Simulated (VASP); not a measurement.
# Sb (Pm-3m) in VASP: a series of runs, part 2 of 2

VASP 6.6.1. The steps go on from the part before.

**3. Single point, r2SCAN, non-collinear spin, zero start, spin-orbit coupling**

File POSCAR:

```
Sb
1.0
    3.1600000000      0.0000000000      0.0000000000
    0.0000000000      3.1600000000      0.0000000000
    0.0000000000      0.0000000000      3.1600000000
Sb
1
Direct
    0.0000000000      0.0000000000      0.0000000000
```

File INCAR.step1:

```
  ALGO = Normal
  EDIFF = 1E-4
  ENCUT = 520
  GGA = PE
  GGA_COMPAT = False
  ISMEAR = -1
  LASPH = True
  LCHARG = False
  LREAL = False
  LSORBIT = True
  LWAVE = True
  MAGMOM = 0 0 0
  NBANDS = 16
  NELM = 150
  PREC = Accurate
  SIGMA = 0.05
```

File INCAR.step2:

```
  ALGO = Normal
  EDIFF = 1E-6
  ENCUT = 520
  GGA_COMPAT = False
  ISIF = 2
  ISMEAR = -1
  ISTART = 1
  LASPH = True
  LCHARG = True
  LMIXTAU = True
  LORBIT = 11
  LORBMOM = True
  LREAL = False
  LSORBIT = True
  LVHAR = True
  LWAVE = False
  MAGMOM = 0 0 0
  METAGGA = R2SCAN
  NBANDS = 16
  NELM = 150
  PREC = Accurate
  SIGMA = 0.05
```

File KPOINTS:

```
k-points
0
Gamma
  6 6 6
```

Potentials or basis: VASP PAW PBE potentials, release 64 (Sb).

Command:

```
> cat potpaw_PBE.64/Sb/POTCAR > POTCAR
> cp INCAR.step1 INCAR
> mpirun -np 1 vasp_ncl > vasp.out
> cp INCAR.step2 INCAR
> mpirun -np 1 vasp_ncl > vasp.out
```

OUTCAR:

```text
EDIFF = 1E-6
   ENCUT = 520
   ISIF = 2
   ISMEAR = -1
   ISTART = 1
   LASPH = True
   LORBIT = 11
   LREAL = False
   LSORBIT = True
   METAGGA = R2SCAN
   NELM = 150
   PREC = Accurate

 ion  position               nearest neighbor table
   1  0.000  0.000  0.000-

  LATTYP: Found a simple cubic cell.
 ALAT       =     3.1600000000

  Lattice vectors:

 A1 = (   3.1600000000,   0.0000000000,   0.0000000000)
 A2 = (   0.0000000000,   3.1600000000,   0.0000000000)
 A3 = (   0.0000000000,   0.0000000000,   3.1600000000)

Analysis of symmetry for initial positions (statically):
=====================================================================
 Subroutine PRICEL returns:
 Original cell was already a primitive cell.

 Routine SETGRP: Setting up the symmetry group for a
 simple cubic supercell.

 Subroutine GETGRP returns: Found 48 space group operations
 (whereof 48 operations were pure point group operations)
 out of a pool of 48 trial point group operations.

The static configuration has the point symmetry O_h .

Analysis of symmetry for dynamics (positions and initial velocities):
=====================================================================
 Subroutine PRICEL returns:
 Original cell was already a primitive cell.

 Routine SETGRP: Setting up the symmetry group for a
 simple cubic supercell.

 Subroutine GETGRP returns: Found 48 space group operations
 (whereof 48 operations were pure point group operations)
 out of a pool of 48 trial point group operations.

The dynamic configuration has the point symmetry O_h .

Analysis of structural, dynamic, and magnetic symmetry:
=====================================================================
 Subroutine PRICEL returns:
 Original cell was already a primitive cell.

[... 543 lines left out ...]
  -------------------------------------------------------------------------------------
  Total       -0.6277962     -0.6277962     -0.6277962      0.0000000      0.0000000      0.0000000
  in kB      -31.8763067    -31.8763067    -31.8763067      0.0000000      0.0000000      0.0000000
  external PRESSURE =     -31.8763067 kB  Pullay stress =       0.0000000 kB

 VOLUME and BASIS-vectors are now :
 -----------------------------------------------------------------------------
  energy-cutoff  :      520.00
  volume of cell :       31.55
      direct lattice vectors                 reciprocal lattice vectors
     3.160000000  0.000000000  0.000000000     0.316455696  0.000000000  0.000000000
     0.000000000  3.160000000  0.000000000     0.000000000  0.316455696  0.000000000
     0.000000000  0.000000000  3.160000000     0.000000000  0.000000000  0.316455696

 POSITION                                       TOTAL-FORCE (eV/Angst)
 -----------------------------------------------------------------------------------
      0.00000      0.00000      0.00000         0.000000      0.000000      0.000000
 -----------------------------------------------------------------------------------
    total drift:                               -0.000000      0.000000      0.000000

  FREE ENERGIE OF THE ION-ELECTRON SYSTEM (eV)
  ---------------------------------------------------
  free  energy   TOTEN  =       -25.7122608603 eV

  energy  without entropy=      -25.7044379025  energy(sigma->0) =      -25.70834938

 orbital moment (x)

 # of ion     p       d       tot
 ----------------------------------------
  1        -0.000   0.000  -0.000
 ----------------------------------------
           -0.000   0.000  -0.000

 orbital moment (y)

 # of ion     p       d       tot
 ----------------------------------------
  1        -0.000  -0.000  -0.000
 ----------------------------------------
           -0.000  -0.000  -0.000

 orbital moment (z)

 # of ion     p       d       tot
 ----------------------------------------
  1         0.000   0.000   0.000
 ----------------------------------------
            0.000   0.000   0.000

 Spin-Orbit-Coupling matrix elements

 Ion:    1  E_soc:     -0.1358148
 l=   1
     0.0000000    -0.0225521    -0.0225521
    -0.0225521     0.0000000    -0.0225521
    -0.0225521    -0.0225521     0.0000000
 l=   2
     0.0000000    -0.0000075     0.0000000    -0.0000075    -0.0000762
    -0.0000075     0.0000000    -0.0000571    -0.0000075    -0.0000190
     0.0000000    -0.0000571     0.0000000    -0.0000571     0.0000000
    -0.0000075    -0.0000075    -0.0000571     0.0000000    -0.0000190
    -0.0000762    -0.0000190     0.0000000    -0.0000190     0.0000000
 l=   3
     0.0000000     0.0000000     0.0000000     0.0000000     0.0000000     0.0000000     0.0000000
     0.0000000     0.0000000     0.0000000     0.0000000     0.0000000     0.0000000     0.0000000
     0.0000000     0.0000000     0.0000000     0.0000000     0.0000000     0.0000000     0.0000000
     0.0000000     0.0000000     0.0000000     0.0000000     0.0000000     0.0000000     0.0000000
     0.0000000     0.0000000     0.0000000     0.0000000     0.0000000     0.0000000     0.0000000
     0.0000000     0.0000000     0.0000000     0.0000000     0.0000000     0.0000000     0.0000000
     0.0000000     0.0000000     0.0000000     0.0000000     0.0000000     0.0000000     0.0000000

 total charge

# of ion       s       p       d       tot
------------------------------------------
    1        1.197   1.105   0.031   2.333

 magnetization (x)

# of ion       s       p       d       tot
------------------------------------------
    1       -0.000   0.000   0.000  -0.000

 magnetization (y)

# of ion       s       p       d       tot
------------------------------------------
    1        0.000   0.000   0.000   0.000

 magnetization (z)

# of ion       s       p       d       tot
------------------------------------------
    1        0.000   0.000   0.000   0.000
```

OUTCAR.step1:

```text
EDIFF = 1E-4
   ENCUT = 520
   GGA = PE
   ISMEAR = -1
   LASPH = True
   LREAL = False
   LSORBIT = True
   NELM = 150
[... 631 lines left out ...]
     0.0000000     0.0000000     0.0000000     0.0000000     0.0000000     0.0000000     0.0000000
     0.0000000     0.0000000     0.0000000     0.0000000     0.0000000     0.0000000     0.0000000
     0.0000000     0.0000000     0.0000000     0.0000000     0.0000000     0.0000000     0.0000000
     0.0000000     0.0000000     0.0000000     0.0000000     0.0000000     0.0000000     0.0000000
     0.0000000     0.0000000     0.0000000     0.0000000     0.0000000     0.0000000     0.0000000
     0.0000000     0.0000000     0.0000000     0.0000000     0.0000000     0.0000000     0.0000000

=======================================================================

 ========================================================
```

OSZICAR.step1:

```text
N       E                     dE             d eps       ncg     rms          rms(c)
DAV:   1     0.120273146685E+02    0.12027E+02   -0.16224E+03   640   0.467E+02
DAV:   2    -0.343229983542E+01   -0.15460E+02   -0.14316E+02   920   0.836E+01
DAV:   3    -0.416991730831E+01   -0.73762E+00   -0.73182E+00   768   0.175E+01
DAV:   4    -0.417591303706E+01   -0.59957E-02   -0.59940E-02   784   0.190E+00
DAV:   5    -0.417598625096E+01   -0.73214E-04   -0.73213E-04   792   0.219E-01    0.210E+00
DAV:   6    -0.417915428577E+01   -0.31680E-02   -0.65876E-04   744   0.194E-01    0.125E+00
DAV:   7    -0.418073134081E+01   -0.15771E-02   -0.45200E-04   744   0.161E-01    0.747E-01
DAV:   8    -0.418140292875E+01   -0.67159E-03   -0.37730E-04   712   0.145E-01    0.569E-02
DAV:   9    -0.418144499984E+01   -0.42071E-04   -0.44462E-05   616   0.456E-02
   1 F= -.41814450E+01 E0= -.41771022E+01  d E =-.868563E-02  mag=     0.0000    -0.0000     0.0000
```

It took 2.1 min on 1 thread of AMD EPYC 7R43 (Zen 3), shared host; peak memory 0.18 GiB.

What came out:

| Property | Result |
| --- | --- |
| Free energy | -25.7123 eV |
| Pressure | -3.2 GPa |
| Net moment | 0.00 μB per cell |
| Valence electrons inside the program's atomic spheres | Sb 2.33 |

Moments on the atoms (μB; x, y, z):
```
Sb  0.00 0.00 0.00
```

Caveat: the PAW data sets were made with another functional, which shifts forces and pressure a little.
